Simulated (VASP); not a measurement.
# CeO2 (Fm-3m) in VASP: single point with PBE

Aim: the single point of CeO2 with PBE.

Program: VASP 6.6.1. These are calculated values, not measurements. Logs are shortened: lines on timing, memory, paths and dates and some standing lists are left out, and cuts for length are marked.

## Step 1: The cell of the first run

It takes space group Fm-3m (No. 225, cubic). Conventional cell: a = 5.407 Å, b = 5.407 Å, c = 5.407 Å, α = 90.00°, β = 90.00°, γ = 90.00°. Within 3.1 Å of Ce (site symmetry m-3m) lie 8 O at 2.34 Å. O (site symmetry -43m) has 4 Ce at 2.34 Å and 6 O at 2.70 Å within 3.1 Å.

## Step 2: Single point, PBE

Input file INCAR:

```
SYSTEM = CeO2
PREC = Accurate
ENCUT = 600
EDIFF = 1E-6
ISMEAR = 0
SIGMA = 0.02
LREAL = .False.
LASPH = .True.
NELM = 200
ALGO = Normal
ISIF = 2
LWAVE = .False.
LCHARG = .False.
GGA = PE
NBANDS = 19
GGA_COMPAT = .False.
LMAXMIX = 6
```

Input file KPOINTS:

```
regular mesh
0
Gamma
  10 10 10
  0 0 0
```

Input file POSCAR:

```
CeO2
1.0
    0.0000000000      2.7036500000      2.7036500000
    2.7036500000      0.0000000000      2.7036500000
    2.7036500000      2.7036500000      0.0000000000
Ce O
1 2
Direct
    0.0000000000      0.0000000000      0.0000000000
    0.2500000000      0.2500000000      0.2500000000
    0.7500000000      0.7500000000      0.7500000000
```

Potentials or basis: VASP PAW PBE potentials, release 64 (Ce, O).

Launch:

```
> cat potpaw_PBE.64/Ce/POTCAR potpaw_PBE.64/O/POTCAR > POTCAR
> mpirun -np 1 vasp_std > vasp.out
```

OUTCAR:

```text
SYSTEM = CeO2
   PREC = Accurate
   ENCUT = 600
   EDIFF = 1E-6
   ISMEAR = 0
   LREAL = .False.
   LASPH = .True.
   NELM = 200
   ISIF = 2
   GGA = PE

 ion  position               nearest neighbor table
   1  0.000  0.000  0.000-   3 2.34   3 2.34   3 2.34   2 2.34   3 2.34   2 2.34   2 2.34   2 2.34

   2  0.250  0.250  0.250-   1 2.34   1 2.34   1 2.34   1 2.34
   3  0.750  0.750  0.750-   1 2.34   1 2.34   1 2.34   1 2.34

  LATTYP: Found a face centered cubic cell.
 ALAT       =     5.4073000000

  Lattice vectors:

 A1 = (   0.0000000000,   2.7036500000,   2.7036500000)
 A2 = (   2.7036500000,   0.0000000000,   2.7036500000)
 A3 = (   2.7036500000,   2.7036500000,   0.0000000000)

Analysis of symmetry for initial positions (statically):
=====================================================================
 Subroutine PRICEL returns:
 Original cell was already a primitive cell.

 Routine SETGRP: Setting up the symmetry group for a
 face centered cubic supercell.

 Subroutine GETGRP returns: Found 48 space group operations
 (whereof 48 operations were pure point group operations)
 out of a pool of 48 trial point group operations.

The static configuration has the point symmetry O_h .

Analysis of symmetry for dynamics (positions and initial velocities):
=====================================================================
 Subroutine PRICEL returns:
 Original cell was already a primitive cell.

 Routine SETGRP: Setting up the symmetry group for a
 face centered cubic supercell.

 Subroutine GETGRP returns: Found 48 space group operations
 (whereof 48 operations were pure point group operations)
 out of a pool of 48 trial point group operations.

The dynamic configuration has the point symmetry O_h .

 Subroutine INISYM returns: Found 48 space group operations
 (whereof 48 operations are pure point group operations),
 and found     1 'primitive' translations

----------------------------------------------------------------------------------------

                                     Primitive cell

  volume of cell :      39.5259

  direct lattice vectors                    reciprocal lattice vectors
     0.000000000  2.703650000  2.703650000    -0.184935180  0.184935180  0.184935180
     2.703650000  0.000000000  2.703650000     0.184935180 -0.184935180  0.184935180
[... 78 lines left out ...]
   PREC   = accura    normal or accurate (medium, high low for compatibility)
   ISTART =      0    job   : 0-new  1-cont  2-samecut
   ICHARG =      2    charge: 1-file 2-atom 10-const
   ISPIN  =      1    spin polarized calculation?
   LNONCOLLINEAR =      F non collinear calculations
   LSORBIT =      F    spin-orbit coupling
   LASPH  =      T    aspherical Exc in radial PAW
   ENCUT  =  600.0 eV  44.10 Ry    6.64 a.u.   7.64  7.64  7.64*2*pi/ulx,y,z
   NELM   =    200;   NELMIN=  2; NELMDL= -5     # of ELM steps
   EDIFF  = 0.1E-05   stopping-criterion for ELM
   LREAL  =      F    real-space projection
   EDIFFG = 0.1E-04   stopping-criterion for IOM
   NSW    =      0    number of steps for IOM
   IBRION =     -1    ionic relax: 0-MD 1-quasi-New 2-CG
   NFREE  =      0    steps in history (QN), initial steepest desc. (CG)
   ISIF   =      2    stress and relaxation
   ISYM   =      2    0-nonsym 1-usesym 2-fastsym
   POTIM  = 0.5000    time-step for ionic-motion
   TEBEG  =    0.0;   TEEND  =   0.0 temperature during run
   PSTRESS=    0.0 pullay stress
   NELECT =      24.0000    total number of electrons
   NUPDOWN=      -1.0000    fix difference up-down
   EMIN   =  10.00;   EMAX   =-10.00  energy-range for DOS
   EFERMI =   0.00;   METHOD = LEGACY
   ISMEAR =     0;   SIGMA  =   0.02  broadening in eV -4-tet -1-fermi 0-gaus
   EFERMI_NEDOS =   21; number of points for ismear=-14 and -15
   IALGO  =     38    algorithm
   IMIX   =      4    mixing-type and parameters
     AMIX     =   0.40;   BMIX     =  1.00
     AMIX_MAG =   1.60;   BMIX_MAG =  1.00
  volume/ion in A,a.u.               =      13.18        88.91
  Fermi-wavevector in a.u.,A,eV,Ry     =   1.386282  2.619692 26.147357  1.921777
  Thomas-Fermi vector in A             =   2.510612
   LORBIT       =      0    0 simple, 1 ext, 2 COOP (PROOUT), +10 PAW based schemes
   GGA     = PE    functional components
   LHFCALC =     F    Hartree Fock is set to
   AEXX    =    0.0000 exact exchange contribution
   IVDW    =     0    specifies the selected vdW correction
   LEPSILON=     F    determine dielectric tensor
   LRPA    =     F    only Hartree local field effects (RPA)
 non-spin polarized calculation
 Gauss-broadening in eV      SIGMA  =   0.02
  energy-cutoff  :      600.00
  volume of cell :       39.53
 maximum number of plane-waves:      1363
   NGX = 15   NGY = 15   NGZ = 15

 number of electron      23.9999997 magnetization

 Free energy of the ion-electron system (eV)
  ---------------------------------------------------
  ext. energy  EPLUGINS =         0.00000000
  ---------------------------------------------------
  free energy    TOTEN  =       -26.21081022 eV

  energy without entropy =      -26.21081022  energy(sigma->0) =      -26.21081022

 E-fermi :   5.4480     XC(G=0): -11.3368

 val. band max:        5.3483822692   @ k =  -0.3000   0.3000   0.0000
 cond. band min:       7.3246915800   @ k =   0.5000   0.0000   0.0000
 fundamental gap:      1.9763093108
 Fermi energy:         5.4479656122

 k-point     1 :       0.0000    0.0000    0.0000
  band No.  band energies     occupation
      1     -27.0506      2.00000
      2     -10.9733      2.00000
      3     -10.0273      2.00000
      4      -9.1928      2.00000
      5      -9.1928      2.00000
      6      -9.1928      2.00000
[... 505 lines left out ...]
      6      -6.6425      2.00000
[... 11 lines left out ...]
     18       7.9725      0.00000
     19       8.2802      0.00000

 [... further k-points ...]
[... 5 lines left out ...]
  --------------------------------------------------------------------------------------
  -------------------------------------------------------------------------------------
  Total        1.4246362      1.4246362      1.4246362     -0.0000000      0.0000000      0.0000000
  in kB       57.7474975     57.7474975     57.7474975     -0.0000000      0.0000000      0.0000000
  external PRESSURE =      57.7474975 kB  Pullay stress =       0.0000000 kB

 VOLUME and BASIS-vectors are now :
 -----------------------------------------------------------------------------
  energy-cutoff  :      600.00
  volume of cell :       39.53
      direct lattice vectors                 reciprocal lattice vectors
     0.000000000  2.703650000  2.703650000    -0.184935180  0.184935180  0.184935180
     2.703650000  0.000000000  2.703650000     0.184935180 -0.184935180  0.184935180
     2.703650000  2.703650000  0.000000000     0.184935180  0.184935180 -0.184935180

 POSITION                                       TOTAL-FORCE (eV/Angst)
 -----------------------------------------------------------------------------------
      0.00000      0.00000      0.00000        -0.000000     -0.000000     -0.000000
      1.35183      1.35183      1.35183        -0.000000     -0.000000     -0.000000
      4.05548      4.05548      4.05548         0.000000      0.000000      0.000000
 -----------------------------------------------------------------------------------
    total drift:                                0.000000     -0.000000      0.000000

  FREE ENERGIE OF THE ION-ELECTRON SYSTEM (eV)
  ---------------------------------------------------
  free  energy   TOTEN  =       -26.2108102237 eV

  energy  without entropy=      -26.2108102237  energy(sigma->0) =      -26.21081022
```

OSZICAR:

```text
N       E                     dE             d eps       ncg     rms          rms(c)
DAV:   1     0.244167381865E+03    0.24417E+03   -0.12314E+04  1810   0.186E+03
DAV:   2     0.139796849272E+02   -0.23019E+03   -0.19858E+03  2189   0.303E+02
[... 10 lines left out ...]
DAV:  13    -0.262109604162E+02    0.45807E-02   -0.55448E-02  2379   0.201E+00    0.330E-01
DAV:  14    -0.262126539850E+02   -0.16936E-02   -0.42973E-03  3039   0.671E-01    0.747E-01
DAV:  15    -0.262110062301E+02    0.16478E-02   -0.21891E-03  1962   0.707E-01    0.217E-01
DAV:  16    -0.262108469772E+02    0.15925E-03   -0.49491E-04  3019   0.195E-01    0.123E-01
DAV:  17    -0.262108210439E+02    0.25933E-04   -0.27339E-05  2128   0.681E-02    0.751E-02
DAV:  18    -0.262108100460E+02    0.10998E-04   -0.26162E-05  2666   0.677E-02    0.567E-03
DAV:  19    -0.262108102237E+02   -0.17771E-06   -0.22060E-06  1450   0.109E-02
   1 F= -.26210810E+02 E0= -.26210810E+02  d E =-.231509E-14
```

stdout:

```text
POSCAR found type information on POSCAR CeO
 POSCAR found :  2 types and       3 ions
 scaLAPACK will be used
 LDA part: xc-table for (Slater+PW92), standard interpolation
 POSCAR, INCAR and KPOINTS ok, starting setup
 FFT: planning ... GRIDC
 FFT: planning ... GRID_SOFT
 FFT: planning ... GRID
 WAVECAR not read
 entering main loop
```

It took 76 s on 1 thread of AMD EPYC 7R43 (Zen 3), shared host; peak memory 0.18 GiB.

Results:

```
Free energy            : -26.2108 eV
Pressure               : 5.8 GPa
Band gap on the k mesh : 1.98 eV (least direct gap 2.05 eV)
```

Levels at points of the mesh, in eV from the valence-band top:
```csv
k point,band 8,band 9,band 10,band 11,band 12,band 13,band 14,band 15,band 16,band 17
"(0.00, 0.00, 0.00)",-3.87,-3.87,-0.60,-0.60,-0.60,2.31,2.31,2.31,2.56,2.97
"(0.50, 0.00, 0.00)",-2.99,-1.25,-1.20,-0.78,-0.78,1.98,2.16,2.16,2.32,2.82
"(0.50, 0.50, 0.00)",-1.17,-1.17,-0.79,-0.79,-0.62,2.02,2.12,2.12,2.29,2.63
```

Caveat: the cell stands under pressure; spin-orbit coupling is left out, which moves the levels of the heavy elements; semilocal functionals describe open f shells poorly, which spoils levels, moments and volumes.
